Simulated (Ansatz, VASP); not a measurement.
**One calculation of Ni, two programs**

The input INCAR:

```
SYSTEM = Ni
PREC     = Accurate       ! precision mode
ENCUT    = 520            ! plane-wave cutoff, eV
EDIFF    = 1E-7           ! SCF threshold, eV
ISMEAR   = -1             ! smearing method
SIGMA    = 0.1            ! smearing width, eV
LREAL    = .FALSE.        ! projectors in reciprocal space
LASPH    = .TRUE.         ! aspherical terms in the spheres
NELM     = 100            ! most SCF steps
ALGO     = Normal         ! electronic algorithm
ISIF     = 2              ! what is computed and relaxed
LWAVE    = .FALSE.        ! write WAVECAR
LCHARG   = .FALSE.        ! write CHGCAR
GGA      = B5             ! functional
ALDAX    = 1.0          
AGGAX    = 1.0          
AGGAC    = 1.0          
ALDAC    = 0.0          
NBANDS   = 11             ! bands
```

Contents of KPOINTS:

```
Automatic mesh
0
G
  17 17 17
  0 0 0
```

POSCAR

```
Ni
1.0
   -1.4584080510      1.4584080510      1.4584080510
    1.4584080510     -1.4584080510      1.4584080510
    1.4584080510      1.4584080510     -1.4584080510
Ni
1
Direct
    0.0000000000      0.0000000000      0.0000000000
```

Input for Ansatz:

```yaml
crystal:
  lattice:
    - [-1.458408051, 1.458408051, 1.458408051]
    - [1.458408051, -1.458408051, 1.458408051]
    - [1.458408051, 1.458408051, -1.458408051]
  atoms:
    - { symbol: Ni, position: [0.0, 0.0, 0.0] }
hamiltonian:
  xc: blyp
  pseudopotentials:
    kind: paw
    azcp:
      Ni: "pseudopotentials/Ni.paw.azcp"
basis:
  ecutwfc: 420
  fft_grid_basis: typed
kpoints:
  mp_grid: { grid: [17, 17, 17], shift: [0, 0, 0] }
magnetization:
  spin_polarized: false
scf:
  occupations: { method: fermi_dirac, width: 0.1 }
  lower_state_search: "off"
output:
  stress: true
```

Alike in both runs: task single point; functional BLYP; k mesh 17 × 17 × 17; occupations fermi-dirac, width 0.1 eV; no spin polarisation.

|  | VASP | Ansatz |
| --- | --- | --- |
| version | VASP 6.6.1 | Ansatz 0.2.0 |
| potentials or method | VASP PAW PBE potentials, release 64 (Ni), cutoff 520 eV | plane waves (420 eV) with PAW, scalar-relativistic |
| valence electrons in the cell | 10 | 18 |

Ansatz gave:

| Item | Value |
| --- | --- |
| pressure (GPa) | -10.6 |

Question: Estimate VASP's values.

Answer: Pressure (GPa): -10.3.

VASP's potentials were made for PBE, not for BLYP. VASP's potentials hold 10 valence electrons a cell and Ansatz's 18, so a difference there can come from the potentials and not from the codes.
